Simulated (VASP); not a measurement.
Runs of VASP 6.6.1 on Mo. The structure is that of space group Im-3m (No. 229), or close to it. The cells are those of the table. 

```csv
task,level,cell,cutoff (eV),smearing,k mesh for the DOS,occupations for the DOS,gap on the mesh (eV),pressure (GPa)
single point,PBE,"a = 2.681 Å, angles 109.5°, 1 atom",520,gaussian 0.1 eV,-,-,none,19.1
single point,PBE,"a = 2.764 Å, angles 109.5°, 1 atom",520,gaussian 0.1 eV,-,-,none,-6.7
single point,PBE,"a = 2.652 Å, angles 109.5°, 1 atom",520,fermi-dirac 0.1 eV,-,-,none,30.8
single point,PBE,"a = 2.825 Å, angles 109.5°, 1 atom",520,gaussian 0.1 eV,-,-,none,-19.8
single point,PBE,"a = 2.791 Å, angles 109.5°, 1 atom",520,gaussian 0.1 eV,-,-,none,-12.9
single point,PBE,"a = 2.725 Å, angles 109.5°, 1 atom",520,gaussian 0.1 eV,-,-,none,4.0
relaxation of cell and atoms,PBE,"relaxed from a = 2.725 Å, angles 109.5°, 1 atom",600,gaussian 0.1 eV,-,-,none,0.0
single point,PBE,"a = 2.652 Å, angles 109.5°, 1 atom",520,gaussian 0.1 eV,-,-,none,30.8
single point,PBE,"a = 2.709 Å, angles 109.5°, 1 atom",520,gaussian 0.1 eV,-,-,none,(a)
single point,PBEsol,"a = 2.737 Å, angles 109.5°, 1 atom",520,fermi-dirac 0.1 eV,-,-,none,-7.2
single point,PBE,"a = 2.623 Å, angles 109.5°, 1 atom",520,gaussian 0.1 eV,-,-,none,(b)
```

Alike in all rows: potentials or basis VASP PAW PBE potentials, release 64 (Mo_sv); no spin polarisation; k mesh 18 × 18 × 18.

Q: Estimate the missing entries.

A: (a) 9.0; (b) 44.6.

Caveats: the PAW data sets were made with another functional, which shifts forces and pressure a little (some runs).

A k mesh can miss the band edges, and the runs leave out spin-orbit coupling on Mo.

A gap of «none» marks levels without a gap at the run's occupations.
